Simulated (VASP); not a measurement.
Wanted: the native input for a VASP 6.6.1 run.

| Item | Value |
| --- | --- |
| Task | single point |
| Functional | LDA |
| Potentials or basis | VASP PAW LDA potentials, release 64 (W_sv) |
| Cutoff | 520 eV |
| k mesh | 13 × 13 × 4 |
| Occupations | fermi-dirac, width 0.1 eV |
| Spin | no spin polarisation |
| Dipole correction | no |
| Further INCAR settings | ALGO = Normal; EDIFF = 1e-07; NBANDS = 36 |

The structure of W lies in POSCAR:

```
W
1.0
    2.7454479886      0.0000000000      0.0000000000
   -1.3727239943      2.3776277029      0.0000000000
    0.0000000000      0.0000000000      9.6365934384
W
4
Direct
    1.0000000000      1.0000000000      0.0000000000
    1.0000000000      0.0000000000      0.5000000000
    0.3333333333      0.6666666667      0.2500000000
    0.6666666667      0.3333333333      0.7500000000
```

This isn't the form of W at room conditions, which is bcc.

The input as run:

INCAR

```
PREC     = Accurate       # precision mode
ENCUT    = 520            # plane-wave cutoff, eV
EDIFF    = 1E-7           # SCF threshold, eV
ISMEAR   = -1             # smearing method
SIGMA    = 0.1            # smearing width, eV
LREAL    = False          # projectors in reciprocal space
LASPH    = True           # aspherical terms in the spheres
NELM     = 60             # most SCF steps
ALGO     = Normal         # electronic algorithm
ISIF     = 2              # what is computed and relaxed
LWAVE    = False          # write WAVECAR
LCHARG   = False          # write CHGCAR
GGA      = CA             # functional
NBANDS   = 36             # bands
```

KPOINTS

```
regular mesh
0
Gamma
  13 13 4
```

Potentials or basis: VASP PAW LDA potentials, release 64 (W_sv).

The run is started by

```bash
$ cat potpaw_LDA.64/W_sv/POTCAR > POTCAR
$ mpirun -np 1 vasp_std > vasp.out
```

It gave:

```yaml
Pressure: 1.8 GPa
Band_gap_on_the_k_mesh: zero (bands 28 and 29 overlap by 2.10 eV)
```

Caveat: spin-orbit coupling is left out, which moves the levels of the heavy elements.

Wall time 46 s on 1 thread of Intel(R) Xeon(R) 6975P-C (Granite Rapids), with other jobs on the host, peak memory 0.21 GiB.
